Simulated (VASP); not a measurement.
The system is HgTe (Coloradoite).

```xyz
2
Lattice="0.0000 3.1929 3.1929 3.1929 0.0000 3.1929 3.1929 3.1929 0.0000" Properties=species:S:1:pos:R:3 pbc="T T T"
Hg    0.0000    0.0000    0.0000
Te    4.7894    4.7894    4.7894
```

Base run:

```yaml
Program: VASP 6.6.1
Functional: BLYP
Potentials_or_basis: VASP PAW PBE potentials, release 64 (Hg, Te)
Cutoff: 520 eV
k_mesh: 7 × 7 × 7
Occupations: fermi-dirac, width 0.05 eV
Spin: no spin polarisation
```

Its results: band gap on the k mesh zero (filled and empty bands touch); pressure 9.5 GPa.

Problem. After a change of settings the same cell gave: band gap on the k mesh zero (filled and empty bands touch); pressure 14.2 GPa. Which change was it?
A. functional from BLYP to PBEsol; further incar settings from ALGO = Normal; EDIFF = 1e-07; NBANDS = 16 to ALGO = Normal; EDIFF = 1e-06; NBANDS = 16
B. functional from BLYP to r2SCAN; k mesh from 7 × 7 × 7 to 6 × 6 × 6
C. functional from BLYP to PBE exchange alone
D. functional from BLYP to revPBE; further incar settings from ALGO = Normal; EDIFF = 1e-07; NBANDS = 16 to ALGO = Normal; EDIFF = 1e-06; NBANDS = 16

Solution. C.

Caveats: spin-orbit coupling is left out, which moves the levels of the heavy elements; the PAW data sets were made with another functional, which shifts forces and pressure a little (some runs).
